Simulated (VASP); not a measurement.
# SiO (Pm-3m) in VASP: further runs, part 2 of 2

VASP 6.6.1. The steps go on from the part before.

### Step 4. Single point, PBE-based screened hybrid with 25 % exact exchange

This run uses another cell than the first one, of 10.95 Å³/atom.

The input, POSCAR:

```
SiO
1.0
    2.7977673975      0.0000000000      0.0000000000
    0.0000000000      2.7977673975      0.0000000000
    0.0000000000      0.0000000000      2.7977673975
Si O
1 1
Direct
    0.0000000000      0.0000000000      0.0000000000
    0.5000000000      0.5000000000      0.5000000000
```

The input, INCAR.step1:

```
SYSTEM = SiO
PREC     = Accurate       ! precision mode
ENCUT    = 520            ! plane-wave cutoff, eV
EDIFF    = 1E-5           ! SCF threshold, eV
ISMEAR   = -1             ! smearing method
SIGMA    = 0.05           ! smearing width, eV
LREAL    = .FALSE.        ! projectors in reciprocal space
LASPH    = .TRUE.         ! aspherical terms in the spheres
NELM     = 80             ! most SCF steps
ALGO     = Normal         ! electronic algorithm
ISIF     = 2              ! what is computed and relaxed
LWAVE    = .TRUE.         ! write WAVECAR
LCHARG   = .FALSE.        ! write CHGCAR
NBANDS   = 12             ! bands
GGA      = PE             ! functional
```

The input, INCAR.step2:

```
SYSTEM = SiO
PREC     = Accurate       ! precision mode
ENCUT    = 520            ! plane-wave cutoff, eV
EDIFF    = 1E-6           ! SCF threshold, eV
ISMEAR   = -1             ! smearing method
SIGMA    = 0.05           ! smearing width, eV
LREAL    = .FALSE.        ! projectors in reciprocal space
LASPH    = .TRUE.         ! aspherical terms in the spheres
NELM     = 80             ! most SCF steps
ALGO     = Normal         ! electronic algorithm
ISIF     = 2              ! what is computed and relaxed
LWAVE    = .FALSE.        ! write WAVECAR
LCHARG   = .FALSE.        ! write CHGCAR
GGA      = PE             ! functional
LHFCALC  = .TRUE.         ! exact exchange
AEXX     = 0.25           ! exact-exchange fraction
HFSCREEN = 0.3            ! screening, 1/A
PRECFOCK = Normal       
NBANDS   = 12             ! bands
ISTART   = 1
```

The input, KPOINTS:

```
regular mesh
0
G
  5 5 5
  0 0 0
```

Potentials or basis: VASP PAW PBE potentials, release 64 (Si, O).

On the command line:

```bash
cat potpaw_PBE.64/Si/POTCAR potpaw_PBE.64/O/POTCAR > POTCAR
cp INCAR.step1 INCAR
mpirun -np 1 vasp_std > vasp.out
cp INCAR.step2 INCAR
mpirun -np 1 vasp_std > vasp.out
```

OUTCAR:

```text
SYSTEM = SiO
   PREC = Accurate
   ENCUT = 520
   EDIFF = 1E-6
   ISMEAR = -1
   LREAL = .FALSE.
   LASPH = .TRUE.
   NELM = 80
   ISIF = 2
   GGA = PE
   LHFCALC = .TRUE.
   AEXX = 0.25
   HFSCREEN = 0.3
   PRECFOCK = Normal
   ISTART = 1

 ion  position               nearest neighbor table
   1  0.000  0.000  0.000-   2 2.42   2 2.42   2 2.42   2 2.42   2 2.42   2 2.42   2 2.42   2 2.42

   2  0.500  0.500  0.500-   1 2.42   1 2.42   1 2.42   1 2.42   1 2.42   1 2.42   1 2.42   1 2.42

  LATTYP: Found a simple cubic cell.
 ALAT       =     2.7977673975

  Lattice vectors:

 A1 = (   2.7977673975,   0.0000000000,   0.0000000000)
 A2 = (   0.0000000000,   2.7977673975,   0.0000000000)
 A3 = (   0.0000000000,   0.0000000000,   2.7977673975)

Analysis of symmetry for initial positions (statically):
=====================================================================
 Subroutine PRICEL returns:
 Original cell was already a primitive cell.

 Routine SETGRP: Setting up the symmetry group for a
 simple cubic supercell.

 Subroutine GETGRP returns: Found 48 space group operations
 (whereof 48 operations were pure point group operations)
 out of a pool of 48 trial point group operations.

The static configuration has the point symmetry O_h .

Analysis of symmetry for dynamics (positions and initial velocities):
=====================================================================
 Subroutine PRICEL returns:
 Original cell was already a primitive cell.

 Routine SETGRP: Setting up the symmetry group for a
 simple cubic supercell.

 Subroutine GETGRP returns: Found 48 space group operations
 (whereof 48 operations were pure point group operations)
 out of a pool of 48 trial point group operations.

The dynamic configuration has the point symmetry O_h .

 Subroutine INISYM returns: Found 48 space group operations
 (whereof 48 operations are pure point group operations),
 and found     1 'primitive' translations

----------------------------------------------------------------------------------------
[... 114 lines left out ...]
   IVDW    =     0    specifies the selected vdW correction
   LEPSILON=     F    determine dielectric tensor
   LRPA    =     F    only Hartree local field effects (RPA)
 non-spin polarized calculation
  energy-cutoff  :      520.00
  volume of cell :       21.90
 maximum number of plane-waves:       619
 NGX is ok and might be reduce to    24
  NGX = 16; NGY = 16; NGZ = 16

 number of electron      10.0000003 magnetization

 Free energy of the ion-electron system (eV)
  ---------------------------------------------------
  ext. energy  EPLUGINS =         0.00000000
  ---------------------------------------------------
  free energy    TOTEN  =       -12.32437720 eV

  energy without entropy =      -12.32429760  energy(sigma->0) =      -12.32433740

 E-fermi :   7.9759     XC(G=0):  -9.5918

 val. band max:        7.6035671174   @ k =   0.2000   0.2000   0.2000
 cond. band min:       8.3740260109   @ k =   0.4000   0.4000   0.4000
 fundamental gap:      0.7704588935
 Fermi energy:         7.9758704103

 k-point     1 :       0.0000    0.0000    0.0000
  band No.  band energies     occupation
      1     -14.1221      2.00000
      2       0.3002      2.00000
      3       4.1215      2.00000
      4       4.1215      2.00000
      5       4.1215      2.00000
      6      14.6452      0.00000
      7      14.6452      0.00000
      8      17.2605      0.00000
      9      17.2605      0.00000
     10      17.2605      0.00000
     11      28.4891      0.00000
     12      28.4891      0.00000
[... 121 lines left out ...]
 k-point    10 :       0.4000    0.4000    0.4000
  band No.  band energies     occupation
      1     -11.5919      2.00000
      2       1.0482      2.00000
      3       2.1354      2.00000
      4       2.1354      2.00000
      5       5.7173      2.00000
      6       8.3740      0.00070
      7       8.3740      0.00070
      8      11.3670      0.00000
      9      21.1857      0.00000
     10      22.1024      0.00000
     11      22.1024      0.00000
     12      33.0496      0.00000

------------------------ aborting loop because EDIFF is reached ----------------------------------------

  FORCE on cell =-STRESS in cart. coord.  units (eV):
  Direction    XX          YY          ZZ          XY          YZ          ZX
  --------------------------------------------------------------------------------------
  -------------------------------------------------------------------------------------
  Total       -0.0181040     -0.0181040     -0.0181040     -0.0000000     -0.0000000      0.0000000
  in kB       -1.3244962     -1.3244962     -1.3244962     -0.0000000     -0.0000000      0.0000000
  external PRESSURE =      -1.3244962 kB  Pullay stress =       0.0000000 kB

 VOLUME and BASIS-vectors are now :
 -----------------------------------------------------------------------------
  energy-cutoff  :      520.00
  volume of cell :       21.90
      direct lattice vectors                 reciprocal lattice vectors
     2.797767397  0.000000000  0.000000000     0.357427855  0.000000000  0.000000000
     0.000000000  2.797767397  0.000000000     0.000000000  0.357427855  0.000000000
     0.000000000  0.000000000  2.797767397     0.000000000  0.000000000  0.357427855

 POSITION                                       TOTAL-FORCE (eV/Angst)
 -----------------------------------------------------------------------------------
      0.00000      0.00000      0.00000         0.000000      0.000000      0.000000
      1.39888      1.39888      1.39888         0.000000      0.000000      0.000000
 -----------------------------------------------------------------------------------
    total drift:                                0.000102      0.000068      0.000012

  FREE ENERGIE OF THE ION-ELECTRON SYSTEM (eV)
  ---------------------------------------------------
  free  energy   TOTEN  =       -12.3243771954 eV

  energy  without entropy=      -12.3242976039  energy(sigma->0) =      -12.32433740
```

OSZICAR.step1:

```text
N       E                     dE             d eps       ncg     rms          rms(c)
DAV:   1     0.203758531022E+02    0.20376E+02   -0.50081E+03   248   0.718E+02
DAV:   2    -0.105598732580E+02   -0.30936E+02   -0.28057E+02   312   0.146E+02
DAV:   3    -0.116293021637E+02   -0.10694E+01   -0.10656E+01   280   0.227E+01
DAV:   4    -0.116327861485E+02   -0.34840E-02   -0.34838E-02   280   0.157E+00
DAV:   5    -0.116327975897E+02   -0.11441E-04   -0.11442E-04   272   0.861E-02    0.696E+00
DAV:   6    -0.105561883480E+02    0.10766E+01   -0.12913E+01   248   0.192E+01    0.447E+00
DAV:   7    -0.103627627812E+02    0.19343E+00   -0.15929E+00   252   0.646E+00    0.133E+00
DAV:   8    -0.103670730486E+02   -0.43103E-02   -0.49776E-01   244   0.317E+00    0.130E+00
DAV:   9    -0.103385234658E+02    0.28550E-01   -0.22914E-01   248   0.219E+00    0.315E-01
DAV:  10    -0.103370348208E+02    0.14886E-02   -0.10790E-02   256   0.616E-01    0.616E-02
DAV:  11    -0.103370309430E+02    0.38778E-05   -0.35871E-04   272   0.132E-01    0.239E-02
DAV:  12    -0.103370393510E+02   -0.84080E-05   -0.68650E-06   144   0.227E-02
   1 F= -.10337039E+02 E0= -.10334505E+02  d E =-.506919E-02
```

It took 4.8 min on 1 thread of AMD EPYC 7R13, shared host; peak memory 0.2 GiB.

What came out:

| Item | Value |
| --- | --- |
| Free energy | -12.3244 eV |
| Pressure | -0.1 GPa |
| Band gap on the k mesh | 0.77 eV (least direct gap 2.26 eV) |

Caveat: the k points lie up to 0.45 Å⁻¹ apart; the PAW data sets were made with another functional, which shifts forces and pressure a little; an odd mesh through Γ misses points on the zone boundary, where band edges can lie.

### Step 5. Relaxation of cell and atoms, PBE-based screened hybrid with 25 % exact exchange

The input, POSCAR:

```
SiO
1.0
    2.8069700000      0.0000000000      0.0000000000
    0.0000000000      2.8069700000      0.0000000000
    0.0000000000      0.0000000000      2.8069700000
Si O
1 1
Direct
    0.0000000000      0.0000000000      0.0000000000
    0.5000000000      0.5000000000      0.5000000000
```

The input, INCAR.step1:

```
SYSTEM = SiO
  PREC = Accurate
  ENCUT = 600
  EDIFF = 1E-5
  ISMEAR = -1
  SIGMA = 0.05
  LREAL = .FALSE.
  LASPH = .TRUE.
  NELM = 80
  ALGO = Normal
  LWAVE = .TRUE.
  LCHARG = .FALSE.
  GGA = PE
  NBANDS = 12
```

The input, INCAR.step2:

```
SYSTEM = SiO
  PREC = Accurate
  ENCUT = 600
  EDIFF = 1E-6
  ISMEAR = -1
  SIGMA = 0.05
  LREAL = .FALSE.
  LASPH = .TRUE.
  NELM = 80
  ALGO = Normal
  ISIF = 3
  LWAVE = .FALSE.
  LCHARG = .FALSE.
  GGA = PE
  LHFCALC = .TRUE.
  AEXX = 0.25
  HFSCREEN = 0.3
  PRECFOCK = Normal
  IBRION = 2
  NSW = 60
  EDIFFG = -0.01
  ISTART = 1
```

The input, KPOINTS:

```
Automatic mesh
0
G
  5 5 5
  0 0 0
```

On the command line:

```bash
cat potpaw_PBE.64/Si/POTCAR potpaw_PBE.64/O/POTCAR > POTCAR
cp INCAR.step1 INCAR
mpirun -np 1 vasp_std > vasp.out
cp INCAR.step2 INCAR
mpirun -np 1 vasp_std > vasp.out
```

It took 15 min on 1 thread of AMD EPYC 7R13, shared host; peak memory 0.21 GiB.

The run converged. Its results:

```yaml
Free_energy: -12.3265 eV
Relaxed_volume: 10.93 Å³/atom
Relaxed_cell: a = 2.796 Å, b = 2.796 Å, c = 2.796 Å, α = 90.00°, β = 90.00°, γ = 90.00°
Space_group_after_relaxing_to_0.1_Å: Pm-3m (No. 221)
Energy_gained_by_relaxing: 0.7 meV/atom
Ionic_steps: 3
Pressure_after_relaxing: 0.0 GPa
Band_gap_on_the_k_mesh: 0.77 eV (least direct gap 2.26 eV)
```

Step by step:
```
step  energy change (eV)  largest force (eV/Å)  pressure (GPa)  volume (Å³)
   1              0.0000                0.0000           -1.66        22.12
   2             -0.0011                0.0000            0.69        21.75
   3             -0.0013                0.0000            0.00        21.86
```

Final structure:
```yaml
crystal:
  lattice:
    - [2.79612, 0.00000, 0.00000]
    - [0.00000, 2.79612, 0.00000]
    - [0.00000, 0.00000, 2.79612]
  atoms:
    - { symbol: Si, position: [0.00000, 0.00000, 0.00000] }
    - { symbol: O, position: [0.50000, 0.50000, 0.50000] }
```

Levels at points of the mesh, in eV from the valence-band top:
| k point | band 2 | band 3 | band 4 | band 5 | band 6 | band 7 | band 8 | band 9 |
| --- | --- | --- | --- | --- | --- | --- | --- | --- |
| (0.00, 0.00, 0.00) | -7.30 | -3.49 | -3.49 | -3.49 | 7.04 | 7.04 | 9.67 | 9.67 |

Caveat: the k points lie up to 0.45 Å⁻¹ apart in the final cell; the PAW data sets were made with another functional, which shifts forces and pressure a little; an odd mesh through Γ misses points on the zone boundary, where band edges can lie.

### Step 6. The runs side by side

```tsv
task	level	cell	cutoff (eV)	share of exact exchange	screening parameter	gap on the mesh (eV)	pressure (GPa)
single point	r2SCAN0	a = 2.807 Å, 2 atoms	520	0.25	-	1.79	-1.5
single point	r2SCANh	a = 2.807 Å, 2 atoms	520	0.1	-	0.92	0.6
single point	PBE-based screened hybrid with 25 % exact exchange	a = 2.798 Å, 2 atoms	520	0.25	0.3 1/Å	0.77	-0.1
relaxation of cell and atoms	PBE-based screened hybrid with 25 % exact exchange	relaxed from a = 2.807 Å, 2 atoms	600	0.25	0.3 1/Å	0.77	0.0
```

Alike in all rows: potentials or basis VASP PAW PBE potentials, release 64 (Si, O); no spin polarisation; k mesh 5 × 5 × 5; smearing fermi-dirac 0.05 eV.

Caveats: all runs use coarse meshes; the PAW data sets were made with another functional, which shifts forces and pressure a little; an odd mesh through Γ misses points on the zone boundary, where band edges can lie.

Absolute energies hang on the potentials; compare differences alone.
